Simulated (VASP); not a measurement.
Here is a VASP 6.6.1 calculation.

Contents of POSCAR:

```
GaP
1.0
    6.8109520000      0.0000000000      0.0000000000
    5.7023528382      3.7245455099      0.0000000000
    5.7023528382      1.6972872422      3.3153363740
Ga P
2 2
Direct
    0.4353720000      0.4353720000      0.4353720000
    0.5646280000      0.5646280000      0.5646280000
    0.0573890000      0.0573890000      0.0573890000
    0.9426110000      0.9426110000      0.9426110000
```

Contents of INCAR.step1:

```
PREC = Accurate
ENCUT = 600
ISMEAR = 0
SIGMA = 0.01
LREAL = False
LASPH = True
NELM = 80
GGA = PE
ALGO = Normal
EDIFF = 1E-4
LWAVE = True
LCHARG = False
```

INCAR.step2

```
PREC = Accurate
ENCUT = 600
EDIFF = 1E-6
ISMEAR = 0
SIGMA = 0.01
LREAL = False
LASPH = True
NELM = 80
ALGO = Normal
ISIF = 3
LWAVE = False
LCHARG = False
METAGGA = R2SCAN
LMIXTAU = True
IVDW = 13
VDW_S6 = 1.0
VDW_S8 = 0.6018749
VDW_A1 = 0.51559235
VDW_A2 = 5.77342911
IBRION = 2
NSW = 80
EDIFFG = -0.01
ISTART = 1
```

File KPOINTS:

```
regular mesh
0
Gamma
  6 6 6
```

Potentials or basis: VASP PAW PBE potentials, release 64 (Ga_d, P).

Launch:

```sh
$ cat potpaw_PBE.64/Ga_d/POTCAR potpaw_PBE.64/P/POTCAR > POTCAR
$ cp INCAR.step1 INCAR
$ mpirun -np 1 vasp_std > vasp.out
$ cp INCAR.step2 INCAR
$ mpirun -np 1 vasp_std > vasp.out
```

Question: What does it give for the relaxed cell?

Answer: a = 6.713 Å, b = 6.713 Å, c = 6.713 Å, α = 33.10°, β = 33.10°, γ = 33.10°.

Question: Estimate the relaxed volume.

Answer: 20.07 Å³/atom.

Question: Predict the band gap on the k mesh.

Answer: 1.03 eV (least direct gap 1.61 eV).

Step by step:
| step | energy change (eV) | largest force (eV/Å) | pressure (GPa) | volume (Å³) |
| --- | --- | --- | --- | --- |
| 1 | 0.0000 | 0.0569 | -3.44 | 84.10 |
| 2 | -0.0326 | 0.1982 | 1.90 | 78.72 |
| 3 | -0.0421 | 0.1295 | 0.04 | 80.38 |
| 4 | -0.0421 | 0.1266 | -0.03 | 80.45 |
| 5 | -0.0432 | 0.0556 | -0.02 | 80.34 |
| 6 | -0.0432 | 0.0611 | -0.04 | 80.36 |
| 7 | -0.0434 | 0.0068 | 0.06 | 80.28 |

Caveat: the PAW data sets were made with another functional, which shifts forces and pressure a little. A k mesh can miss the band edges.
